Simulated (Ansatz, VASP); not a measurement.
W: VASP beside Ansatz

```
CELL_PARAMETERS angstrom
-1.61003 1.61003 1.61003
1.61003 -1.61003 1.61003
1.61003 1.61003 -1.61003
ATOMIC_POSITIONS crystal
W 0.00000 0.00000 0.00000
```

Alike in both runs: task single point; functional BLYP; k mesh 14 × 14 × 14; occupations fermi-dirac, width 0.1 eV; non-collinear spin, spin-orbit coupling.

```csv
,VASP,Ansatz
version,VASP 6.6.1,Ansatz 0.2.0
potentials or method,"VASP PAW PBE potentials, release 64 (W_sv), cutoff 520 eV","plane waves (420 eV) with PAW, fully relativistic with spin-orbit coupling"
valence electrons in the cell,14,14
```

```csv
,VASP,Ansatz,Ansatz less VASP
net moment per atom (μB),0.00,0.00,0.000
```

VASP's potentials were made for PBE, not for BLYP.
